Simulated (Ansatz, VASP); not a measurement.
**One calculation of LuGe3O, two programs**

```xyz
5
Lattice="3.1250 0.0000 0.0000 0.0000 3.1250 0.0000 0.0000 0.0000 9.7828" Properties=species:S:1:pos:R:3 pbc="T T T"
Lu    0.0000    0.0000    0.0000
Ge    1.5625    1.5625    2.9587
Ge    1.5625    1.5625    6.8240
Ge    0.0000    0.0000    4.8914
O     1.5625    1.5625    0.0000
```

Alike in both runs: functional PBE; k mesh 12 × 12 × 4; occupations gaussian, width 0.1 eV; no spin polarisation.

Ansatz relaxed the structure, and its values are those at the end. VASP's run is a single point on that final structure, the one shown.

|  | VASP | Ansatz |
| --- | --- | --- |
| version | VASP 6.6.1 | Ansatz 0.2.0 |
| potentials or method | VASP PAW PBE potentials, release 64 (Lu, Ge_d, O), cutoff 520 eV | scalar-relativistic, plane waves, PAW |
| valence electrons in the cell | 73 | 73 |

```csv
,VASP,Ansatz,Ansatz less VASP
gap on the k mesh at the Fermi level (eV),none,none,-
pressure (GPa),0.4,0.0,-0.35
```

A gap of «none» marks a metal or a gap that the smearing closes.

Neither program's run includes spin-orbit coupling.
